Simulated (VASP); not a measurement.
Here is a VASP 6.6.1 calculation.

INCAR

```
  PREC = Accurate
  ENCUT = 520
  EDIFF = 1E-6
  ISMEAR = 0
  SIGMA = 0.02
  LREAL = Auto
  LASPH = True
  NELM = 100
  ALGO = Normal
  ISIF = 2
  LWAVE = False
  LCHARG = False
  GGA = PS
  NELECT = 64.0
  NBANDS = 46
```

The input KPOINTS:

```
Automatic mesh
0
Gamma
  2 2 2
```

Contents of POSCAR:

```
Mg8HO8
1.0
   -4.2140464022      0.0000000000      4.2140464022
   -4.2140464022     -4.2140464022      0.0000000000
    0.0000000000     -4.2140464022      4.2140464022
Mg O H
8 8 1
Direct
   -0.0030321213      0.4969654579      0.4981697636
   -0.0030352063      0.0078884988      0.4981787811
    0.0004481441      0.5004495202     -0.0013494156
   -0.0249278223      0.0169528271     -0.0089742723
    0.5078898749      0.4969649833      0.4981749842
    0.4985683117     -0.0014295049      0.5042993829
    0.5169572881      0.4750673839     -0.0089821033
    0.5169563389      0.0169601834     -0.0089597969
    0.2510475441      0.7510558019      0.2468463564
    0.2531470701      0.2494639118      0.2479330791
    0.2500011626      0.7500001657      0.7541187725
    0.2499986710      0.2458748436      0.7541276713
    0.7494617284      0.7531482089      0.2479333164
    0.7494586434      0.2494615388      0.2479364013
    0.7458675582      0.7499999284      0.7541313495
    0.7535974208      0.2535927225      0.7392145702
    0.3188053409      0.8187855972      0.0436526992
```

Potentials or basis: VASP PAW PBE potentials, release 64 (Mg, O, H).

Command:

```console
$ cat potpaw_PBE.64/Mg/POTCAR potpaw_PBE.64/O/POTCAR potpaw_PBE.64/H/POTCAR > POTCAR
$ mpirun -np 1 vasp_std > vasp.out
```

**Question.** Predict the largest force.

**Answer.** 0.156 eV/Å.

Forces on the atoms (eV/Å):
```
Mg   0.013  0.002 -0.002
Mg  -0.002 -0.013 -0.002
Mg   0.006 -0.006  0.006
Mg   0.004 -0.004 -0.023
Mg  -0.002  0.002  0.013
Mg  -0.004  0.004 -0.004
Mg   0.004  0.023  0.004
Mg  -0.023 -0.003  0.003
O    0.090 -0.090  0.090
O    0.001 -0.001  0.000
O   -0.002 -0.004  0.004
O    0.004  0.002  0.005
O    0.001  0.000  0.001
O    0.000 -0.001  0.001
O    0.004 -0.004 -0.002
O   -0.004  0.003 -0.004
H   -0.090  0.090 -0.090
```

Caveat: the k points lie up to 0.65 Å⁻¹ apart; the cell carries a net charge on a neutralising background, which shifts energy and pressure; the PAW data sets were made with another functional, which shifts forces and pressure a little.
